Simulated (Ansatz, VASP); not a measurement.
PbS: VASP beside Ansatz

INCAR

```
SYSTEM = PbS
PREC = Accurate
ENCUT = 520
EDIFF = 1E-6
ISMEAR = -1
SIGMA = 0.01
LREAL = .FALSE.
LASPH = .TRUE.
NELM = 80
ALGO = Normal
ISIF = 2
LWAVE = .FALSE.
LCHARG = .FALSE.
GGA = PE
NBANDS = 28
```

KPOINTS

```
Automatic mesh
0
G
  7 7 3
  0 0 0
```

Contents of POSCAR:

```
PbS
1.0
    2.9405000000     -2.9000000000      0.0000000000
    2.9405000000      2.9000000000      0.0000000000
   -1.0800500000      0.0000000000     11.5921971000
Pb S
2 2
Direct
    0.7756000000      0.7756000000      0.6363800000
    0.2244000000      0.2244000000      0.3636200000
    0.2684000000      0.2684000000      0.5986000000
    0.7316000000      0.7316000000      0.4014000000
```

Input for Ansatz:

```yaml
crystal:
  lattice:
    - [2.9405, -2.9, 0.0]
    - [2.9405, 2.9, 0.0]
    - [-1.08005, 0.0, 11.5921971]
  atoms:
    - { symbol: Pb, position: [0.7756, 0.7756, 0.63638] }
    - { symbol: Pb, position: [0.2244, 0.2244, 0.36362] }
    - { symbol: S, position: [0.2684, 0.2684, 0.5986] }
    - { symbol: S, position: [0.7316, 0.7316, 0.4014] }
kpoints:
  mp_grid: { grid: [7, 7, 3] }
  band_path:
    path:
      - [0.0, 0.0, 0.0]
      - [-0.4952716545, 0.4952716545, 0.0]
      - [-0.5047283455, -0.4952716545, 0.0]
      - [-0.5, -0.5, 0.0]
      - [0.0, 0.0, 0.0]
      - [-0.5, -0.5, 0.5]
      - [-0.5162219742, -0.4837780258, 0.5]
      - [-0.4837780258, 0.4837780258, 0.5]
      - [0.0, 0.0, 0.5]
    npoints: 5
scf:
  occupations: { method: fermi_dirac, width: 0.01 }
hamiltonian:
  xc: pbe
  pseudopotentials: { kind: all_electron, lapw: { basis_error: 0.0005 } }
output:
  forces: true
  stress: true
  eigenvalues: true
```

Change from the starting cell: zz strain of -1 %.

Alike in both runs: task single point; functional PBE; k mesh 7 × 7 × 3; occupations fermi-dirac, width 0.01 eV; no spin polarisation.

```csv
,VASP,Ansatz
version,VASP 6.6.1,Ansatz 0.2.0
potentials or method,"VASP PAW PBE potentials, release 64 (Pb_d, S), cutoff 520 eV","all-electron LAPW, scalar-relativistic"
```

Ansatz gave:

- gap on the k mesh at the Fermi level (eV): 1.32
- rms of the force components (eV/Å): 0.121

Question: Estimate VASP's values.

Answer: gap on the k mesh at the Fermi level (eV): 1.31; rms of the force components (eV/Å): 0.123.

Atom by atom the forces differ by 0.002 eV/Å (rms over components). Ansatz ran all-electron here, and VASP with PAW potentials.

Neither program's run includes spin-orbit coupling.
